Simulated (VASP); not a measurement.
# Co (P6_3/mmc) in VASP: notebook, part 2 of 2

VASP 6.6.1. Earlier steps stand in the parts before.

## Step 3: Single point, revPBE, collinear spin, ferromagnetic start

This run uses another cell than the first one, of 11.10 Å³/atom.

Contents of INCAR:

```
  ALGO = Fast
  EDIFF = 1E-6
  ENCUT = 520
  GGA = RE
  ISIF = 2
  ISMEAR = -1
  ISPIN = 2
  LASPH = True
  LCHARG = True
  LELF = True
  LMAXMIX = 4
  LORBIT = 11
  LREAL = False
  LVHAR = True
  LWAVE = False
  MAGMOM = 2 2
  NBANDS = 20
  NELM = 150
  PREC = Accurate
  SIGMA = 0.05
```

Contents of KPOINTS:

```
k-points
0
Gamma
  12 12 7
```

Contents of POSCAR:

```
Co
1.0
    2.5139759048      0.0000000000      0.0000000000
   -1.2569879524      2.1771669980      0.0000000000
    0.0000000000      0.0000000000      4.0559941795
Co
2
Direct
    0.6666666667      0.3333333333      0.7500000000
    0.3333333333      0.6666666667      0.2500000000
```

Potentials or basis: VASP PAW PBE potentials, release 64 (Co).

Run with:

```console
> cat potpaw_PBE.64/Co/POTCAR > POTCAR
> mpirun -np 1 vasp_std > vasp.out
```

OUTCAR:

```text
EDIFF = 1E-6
   ENCUT = 520
   GGA = RE
   ISIF = 2
   ISMEAR = -1
   ISPIN = 2
   LASPH = True
   LORBIT = 11
   LREAL = False
   NELM = 150
   PREC = Accurate

 ion  position               nearest neighbor table
   1  0.667  0.333  0.750-   2 2.49   2 2.49   2 2.49   2 2.49   2 2.49   2 2.49
   2  0.333  0.667  0.250-   1 2.49   1 2.49   1 2.49   1 2.49   1 2.49   1 2.49

  LATTYP: Found a hexagonal cell.
 ALAT       =     2.5139759048
 C/A-ratio  =     1.6133783032

  Lattice vectors:

 A1 = (   2.5139759048,   0.0000000000,   0.0000000000)
 A2 = (  -1.2569879524,   2.1771669980,   0.0000000000)
 A3 = (   0.0000000000,   0.0000000000,   4.0559941795)

Analysis of symmetry for initial positions (statically):
=====================================================================
 Subroutine PRICEL returns:
 Original cell was already a primitive cell.

 Routine SETGRP: Setting up the symmetry group for a
 hexagonal supercell.

 Subroutine GETGRP returns: Found 24 space group operations
 (whereof 12 operations were pure point group operations)
[... 744 lines left out ...]

 spin component 2

 k-point     1 :       0.0000    0.0000    0.0000
  band No.  band energies     occupation
      1       1.2366      1.00000
      2       5.9783      1.00000
      3       9.1353      1.00000
      4       9.1521      1.00000
      5       9.1521      1.00000
      6       9.5087      0.99997
[... 541 lines left out ...]
     19      32.9972      0.00000
     20      34.6678      0.00000

 [... further k-points ...]
[... 5 lines left out ...]
  --------------------------------------------------------------------------------------
  -------------------------------------------------------------------------------------
  Total       -0.0648606     -0.0648606     -0.0933581     -0.0000000      0.0000000      0.0000000
  in kB       -4.6810281     -4.6810281     -6.7377132     -0.0000000      0.0000000      0.0000000
  external PRESSURE =      -5.3665898 kB  Pullay stress =       0.0000000 kB

 VOLUME and BASIS-vectors are now :
 -----------------------------------------------------------------------------
  energy-cutoff  :      520.00
  volume of cell :       22.20
      direct lattice vectors                 reciprocal lattice vectors
     2.513975905  0.000000000  0.000000000     0.397776287  0.229656246  0.000000000
    -1.256987952  2.177166998  0.000000000     0.000000000  0.459312492  0.000000000
     0.000000000  0.000000000  4.055994179     0.000000000  0.000000000  0.246548677

 POSITION                                       TOTAL-FORCE (eV/Angst)
 -----------------------------------------------------------------------------------
      1.25699      0.72572      3.04200        -0.000000      0.000000      0.000000
     -0.00000      1.45144      1.01400         0.000000      0.000000     -0.000000
 -----------------------------------------------------------------------------------
    total drift:                               -0.000000      0.000000     -0.000000

  FREE ENERGIE OF THE ION-ELECTRON SYSTEM (eV)
  ---------------------------------------------------
  free  energy   TOTEN  =       -13.2530484471 eV

  energy  without entropy=      -13.2376664195  energy(sigma->0) =      -13.24535743

 total charge

# of ion       s       p       d       tot
------------------------------------------
    1        0.481   0.503   7.246   8.230
    2        0.481   0.503   7.246   8.230
--------------------------------------------------
tot          0.962   1.007  14.491  16.460

 magnetization (x)

# of ion       s       p       d       tot
------------------------------------------
    1       -0.015  -0.057   1.745   1.673
    2       -0.015  -0.057   1.745   1.673
--------------------------------------------------
tot         -0.030  -0.114   3.489   3.346
```

OSZICAR:

```text
N       E                     dE             d eps       ncg     rms          rms(c)
DAV:   1     0.850527834662E+02    0.85053E+02   -0.81807E+03  6472   0.123E+03
DAV:   2    -0.108274084465E+02   -0.95880E+02   -0.86421E+02  6168   0.214E+02
DAV:   3    -0.151286574817E+02   -0.43012E+01   -0.41268E+01  6976   0.554E+01
DAV:   4    -0.151945250170E+02   -0.65868E-01   -0.65824E-01  7484   0.599E+00
DAV:   5    -0.151962519092E+02   -0.17269E-02   -0.17268E-02  7032   0.918E-01    0.144E+01
RMM:   6    -0.136750428422E+02    0.15212E+01   -0.71330E+00  7229   0.285E+01    0.756E+00
RMM:   7    -0.132962307891E+02    0.37881E+00   -0.79939E-01  7123   0.101E+01    0.419E+00
RMM:   8    -0.132661026052E+02    0.30128E-01   -0.23893E-02  7979   0.103E+00    0.176E+00
RMM:   9    -0.132531330043E+02    0.12970E-01   -0.69727E-03  8451   0.493E-01    0.445E-01
RMM:  10    -0.132530120346E+02    0.12097E-03   -0.15159E-03  7801   0.335E-01    0.117E-01
RMM:  11    -0.132530375314E+02   -0.25497E-04   -0.58872E-04  9140   0.141E-01    0.518E-02
RMM:  12    -0.132530490230E+02   -0.11492E-04   -0.97686E-05  9008   0.572E-02    0.370E-02
RMM:  13    -0.132530517744E+02   -0.27514E-05   -0.15623E-05  8011   0.394E-02    0.161E-02
RMM:  14    -0.132530488018E+02    0.29725E-05   -0.79451E-06  8378   0.221E-02    0.347E-03
RMM:  15    -0.132530484471E+02    0.35479E-06   -0.28763E-06  5674   0.929E-03
   1 F= -.13253048E+02 E0= -.13245357E+02  d E =-.153820E-01  mag=     3.2919
```

stdout:

```text
POSCAR found type information on POSCAR Co
 POSCAR found :  1 types and       2 ions
 scaLAPACK will be used
 -----------------------------------------------------------------------------
|                                                                             |
|                                                                             |
|     You enforced a specific xc type in the INCAR file but a different       |
|     I HOPE YOU KNOW WHAT YOU ARE DOING!                                     |
|                                                                             |
 -----------------------------------------------------------------------------

 LDA part: xc-table for (Slater+PW92), standard interpolation
 POSCAR, INCAR and KPOINTS ok, starting setup
 FFT: planning ... GRIDC
 FFT: planning ... GRID_SOFT
 FFT: planning ... GRID
 WAVECAR not read
 entering main loop
WARNING in EDDRMM: call to ZHEGV failed, returncode =   8  4     19
WARNING in EDDRMM: call to ZHEGV failed, returncode =   6  3     19
```

Run time: 60 s. Hardware: 1 thread of Intel Xeon Platinum 8488C (Sapphire Rapids), shared host; peak memory 0.17 GiB.

Results:

| Property | Result |
| --- | --- |
| Free energy | -13.2530 eV |
| Pressure | -0.5 GPa |
| Net moment | 3.29 μB per cell |
| Site moments | Co +1.67 μB |
| Valence electrons inside the program's atomic spheres | Co 8.23 |

Stress tensor (GPa, compression positive):
```
-0.47  0.00  0.00
 0.00 -0.47  0.00
 0.00  0.00 -0.67
```

Caveat: the PAW data sets were made with another functional, which shifts forces and pressure a little.

## Step 4: Single point, r2SCAN, collinear spin, ferromagnetic start

This run uses another cell than the first one, of 9.59 Å³/atom.

Contents of POSCAR:

```
Co
1.0
    2.3931851586      0.0000000000      0.0000000000
   -1.1965925793      2.0725591433      0.0000000000
    0.0000000000      0.0000000000      3.8688533166
Co
2
Direct
    0.6666666667      0.3333333333      0.7500000000
    0.3333333333      0.6666666667      0.2500000000
```

Contents of INCAR.step1:

```
SYSTEM = Co
PREC = Accurate ; ENCUT = 520
ISMEAR = -1 ; SIGMA = 0.05
LREAL = .FALSE. ; LASPH = .TRUE.
NELM = 150 ; ISPIN = 2
MAGMOM = 2 2 ; LMAXMIX = 4
NBANDS = 20 ; GGA = PE
ALGO = Normal ; EDIFF = 1E-4
LWAVE = .TRUE. ; LCHARG = .FALSE.
```

Contents of INCAR.step2:

```
SYSTEM = Co
PREC = Accurate ; ENCUT = 520
EDIFF = 1E-7 ; ISMEAR = -1
SIGMA = 0.05 ; LREAL = .FALSE.
LASPH = .TRUE. ; NELM = 150
ALGO = Normal ; ISIF = 2
LWAVE = .FALSE. ; LCHARG = .TRUE.
ISPIN = 2 ; MAGMOM = 2 2
LORBIT = 11 ; LMAXMIX = 4
METAGGA = R2SCAN ; LMIXTAU = .TRUE.
LELF = .TRUE. ; LVHAR = .TRUE.
NBANDS = 20 ; ISTART = 1
```

Contents of KPOINTS:

```
Automatic mesh
0
G
  12 12 7
  0 0 0
```

Potentials or basis: VASP PAW PBE potentials, release 64 (Co).

Run with:

```console
> cat potpaw_PBE.64/Co/POTCAR > POTCAR
> cp INCAR.step1 INCAR
> mpirun -np 1 vasp_std > vasp.out
> cp INCAR.step2 INCAR
> mpirun -np 1 vasp_std > vasp.out
```

OUTCAR:

```text
SYSTEM = Co
   PREC = Accurate
   ENCUT = 520
   EDIFF = 1E-7
   ISMEAR = -1
   LREAL = .FALSE.
   LASPH = .TRUE.
   NELM = 150
   ISIF = 2
   ISPIN = 2
   LORBIT = 11
   METAGGA = R2SCAN
   ISTART = 1

 ion  position               nearest neighbor table
   1  0.667  0.333  0.750-   2 2.38   2 2.38   2 2.38   2 2.38   2 2.38   2 2.38
   2  0.333  0.667  0.250-   1 2.38   1 2.38   1 2.38   1 2.38   1 2.38   1 2.38

  LATTYP: Found a hexagonal cell.
 ALAT       =     2.3931851586
 C/A-ratio  =     1.6166126147

  Lattice vectors:

 A1 = (   2.3931851586,   0.0000000000,   0.0000000000)
 A2 = (  -1.1965925793,   2.0725591433,   0.0000000000)
 A3 = (   0.0000000000,   0.0000000000,   3.8688533166)

Analysis of symmetry for initial positions (statically):
=====================================================================
 Subroutine PRICEL returns:
 Original cell was already a primitive cell.

 Routine SETGRP: Setting up the symmetry group for a
 hexagonal supercell.

 Subroutine GETGRP returns: Found 24 space group operations
 (whereof 12 operations were pure point group operations)
 out of a pool of 24 trial point group operations.

The static configuration has the point symmetry D_3d.
 The point group associated with its full space group is D_6h.

Analysis of symmetry for dynamics (positions and initial velocities):
=====================================================================
 Subroutine PRICEL returns:
 Original cell was already a primitive cell.

 Routine SETGRP: Setting up the symmetry group for a
 hexagonal supercell.

 Subroutine GETGRP returns: Found 24 space group operations
 (whereof 12 operations were pure point group operations)
 out of a pool of 24 trial point group operations.

The dynamic configuration has the point symmetry D_3d.
 The point group associated with its full space group is D_6h.

Analysis of structural, dynamic, and magnetic symmetry:
=====================================================================
 Subroutine PRICEL returns:
 Original cell was already a primitive cell.

 Routine SETGRP: Setting up the symmetry group for a
 hexagonal supercell.

 Subroutine GETGRP returns: Found 24 space group operations
 (whereof 12 operations were pure point group operations)
 out of a pool of 24 trial point group operations.

The overall configuration has the point symmetry D_3d.
 The point group associated with its full space group is D_6h.

 Subroutine INISYM returns: Found 24 space group operations
 (whereof 12 operations are pure point group operations),
 and found     1 'primitive' translations

----------------------------------------------------------------------------------------

                                     Primitive cell

  volume of cell :      19.1896

  direct lattice vectors                    reciprocal lattice vectors
     2.393185159  0.000000000  0.000000000     0.417853168  0.241247639  0.000000000
    -1.196592579  2.072559143  0.000000000     0.000000000  0.482495278  0.000000000
     0.000000000  0.000000000  3.868853317     0.000000000  0.000000000  0.258474519

  length of vectors
     2.393185159  2.393185159  3.868853317     0.482495278  0.482495278  0.258474519

  position of ions in fractional coordinates (direct lattice)
     0.666666667  0.333333333  0.750000000
     0.333333333  0.666666667  0.250000000

  ion indices of the primitive-cell ions
   primitive index   ion index
                 1           1
                 2           2

[... 63 lines left out ...]
   ISTART =      1    job   : 0-new  1-cont  2-samecut
   ICHARG =      0    charge: 1-file 2-atom 10-const
   ISPIN  =      2    spin polarized calculation?
   LNONCOLLINEAR =      F non collinear calculations
   LSORBIT =      F    spin-orbit coupling
   LASPH  =      T    aspherical Exc in radial PAW
   ENCUT  =  520.0 eV  38.22 Ry    6.18 a.u.   4.45  4.45  7.19*2*pi/ulx,y,z
   NELM   =    150;   NELMIN=  2; NELMDL=  0     # of ELM steps
   EDIFF  = 0.1E-06   stopping-criterion for ELM
   LREAL  =      F    real-space projection
   EDIFFG = 0.1E-05   stopping-criterion for IOM
   NSW    =      0    number of steps for IOM
   IBRION =     -1    ionic relax: 0-MD 1-quasi-New 2-CG
   NFREE  =      0    steps in history (QN), initial steepest desc. (CG)
   ISIF   =      2    stress and relaxation
   ISYM   =      2    0-nonsym 1-usesym 2-fastsym
   POTIM  = 0.5000    time-step for ionic-motion
   TEBEG  =    0.0;   TEEND  =   0.0 temperature during run
   PSTRESS=    0.0 pullay stress
   NELECT =      18.0000    total number of electrons
   NUPDOWN=      -1.0000    fix difference up-down
   EMIN   =  10.00;   EMAX   =-10.00  energy-range for DOS
   EFERMI =   0.00;   METHOD = LEGACY
   ISMEAR =    -1;   SIGMA  =   0.05  broadening in eV -4-tet -1-fermi 0-gaus
   EFERMI_NEDOS =   21; number of points for ismear=-14 and -15
   IALGO  =     38    algorithm
   IMIX   =      4    mixing-type and parameters
     AMIX     =   0.40;   BMIX     =  1.00
     AMIX_MAG =   1.60;   BMIX_MAG =  1.00
  volume/ion in A,a.u.               =       9.59        64.75
  Fermi-wavevector in a.u.,A,eV,Ry     =   1.602546  3.028373 34.941851  2.568154
  Thomas-Fermi vector in A             =   2.699350
   LORBIT       =     11    0 simple, 1 ext, 2 COOP (PROOUT), +10 PAW based schemes
   METAGGA = R2SCAN    functional components
   LHFCALC =     F    Hartree Fock is set to
   AEXX    =    0.0000 exact exchange contribution
   IVDW    =     0    specifies the selected vdW correction
   LEPSILON=     F    determine dielectric tensor
   LRPA    =     F    only Hartree local field effects (RPA)
 spin polarized calculation
  energy-cutoff  :      520.00
  volume of cell :       19.19
 maximum number of plane-waves:       543
 NGX is ok and might be reduce to    18
   NGX =  9   NGY =  9   NGZ = 15

 number of electron      18.0000024 magnetization       3.3473681

 Free energy of the ion-electron system (eV)
  ---------------------------------------------------
  ext. energy  EPLUGINS =         0.00000000
  ---------------------------------------------------
  free energy    TOTEN  =       -26.24917725 eV

  energy without entropy =      -26.23784217  energy(sigma->0) =      -26.24350971

 E-fermi :  12.1445     XC(G=0): -15.5256

 val. band max:       12.1425277937   @ k =   0.1667   0.0000   0.1429
 cond. band min:      12.1530492135   @ k =   0.0833   0.0000   0.1429
 fundamental gap:      0.0105214198
 Fermi energy:        12.1444863994

 spin component 1

 k-point     1 :       0.0000    0.0000    0.0000
  band No.  band energies     occupation
      1       2.0633      1.00000
      2       5.7936      1.00000
      3       8.6388      1.00000
      4       8.6616      1.00000
      5       8.6617      1.00000
      6       9.0385      1.00000
[... 541 lines left out ...]
     19      38.2184      0.00000
     20      39.8827      0.00000

 [... further k-points ...]

 spin component 2

 k-point     1 :       0.0000    0.0000    0.0000
  band No.  band energies     occupation
      1       1.5208      1.00000
      2       6.9402      1.00000
      3      11.0016      1.00000
      4      11.0411      1.00000
      5      11.0411      1.00000
      6      11.4079      1.00000
[... 541 lines left out ...]
     19      39.2324      0.00000
     20      40.6680      0.00000

 [... further k-points ...]
[... 5 lines left out ...]
  --------------------------------------------------------------------------------------
  -------------------------------------------------------------------------------------
  Total        3.5771769      3.5771769      3.5630539      0.0000000      0.0000000      0.0000000
  in kB      298.6658050    298.6658050    297.4866432      0.0000000      0.0000000      0.0000000
  external PRESSURE =     298.2727511 kB  Pullay stress =       0.0000000 kB

 VOLUME and BASIS-vectors are now :
 -----------------------------------------------------------------------------
  energy-cutoff  :      520.00
  volume of cell :       19.19
      direct lattice vectors                 reciprocal lattice vectors
     2.393185159  0.000000000  0.000000000     0.417853168  0.241247639  0.000000000
    -1.196592579  2.072559143  0.000000000     0.000000000  0.482495278  0.000000000
     0.000000000  0.000000000  3.868853317     0.000000000  0.000000000  0.258474519

 POSITION                                       TOTAL-FORCE (eV/Angst)
 -----------------------------------------------------------------------------------
      1.19659      0.69085      2.90164        -0.000000     -0.000000      0.000000
     -0.00000      1.38171      0.96721         0.000000      0.000000      0.000000
 -----------------------------------------------------------------------------------
    total drift:                                0.000000     -0.000000     -0.000000

  FREE ENERGIE OF THE ION-ELECTRON SYSTEM (eV)
  ---------------------------------------------------
  free  energy   TOTEN  =       -26.2491772493 eV

  energy  without entropy=      -26.2378421663  energy(sigma->0) =      -26.24350971

 total charge

# of ion       s       p       d       tot
------------------------------------------
    1        0.566   0.676   7.328   8.571
    2        0.566   0.676   7.328   8.571
--------------------------------------------------
tot          1.132   1.352  14.657  17.142

 magnetization (x)

# of ion       s       p       d       tot
------------------------------------------
    1       -0.014  -0.091   1.810   1.705
    2       -0.014  -0.091   1.810   1.705
--------------------------------------------------
tot         -0.028  -0.182   3.620   3.411
```

Wall time 3.1 min (1 thread of Intel Xeon Platinum 8488C (Sapphire Rapids), shared host); peak memory 0.17 GiB.

Results:

```
Free energy                                           : -26.2492 eV
Pressure                                              : 29.8 GPa
Net moment                                            : 3.35 μB per cell
Site moments                                          : Co +1.71 μB
Valence electrons inside the program's atomic spheres : Co 8.57
```

Stress tensor (GPa, compression positive):
```
29.87  0.00  0.00
 0.00 29.87  0.00
 0.00  0.00 29.75
```

Caveat: the cell stands under pressure; the PAW data sets were made with another functional, which shifts forces and pressure a little.

## Step 5: The runs side by side

| level | cell | gap on the mesh (eV) | pressure (GPa) | moment (μB) |
| --- | --- | --- | --- | --- |
| BLYP | a = 2.472, b = 2.472, c = 4.021 Å, angles 90.0, 90.0, 120.0°, 2 atoms | none | 13.5 | 3.11 |
| revPBE | a = 2.514, b = 2.514, c = 4.056 Å, angles 90.0, 90.0, 120.0°, 2 atoms | none | -0.5 | 3.29 |
| r2SCAN | a = 2.393, b = 2.393, c = 3.869 Å, angles 90.0, 90.0, 120.0°, 2 atoms | none | 29.8 | 3.35 |

Alike in all rows: task single point; potentials or basis VASP PAW PBE potentials, release 64 (Co); spin collinear, ferromagnetic start; k mesh 12 × 12 × 7; cutoff (eV) 520; smearing fermi-dirac 0.05 eV.

Caveats: the PAW data sets were made with another functional, which shifts forces and pressure a little; the cell stands under pressure (at least some runs).

Absolute energies hang on the potentials; compare differences alone.
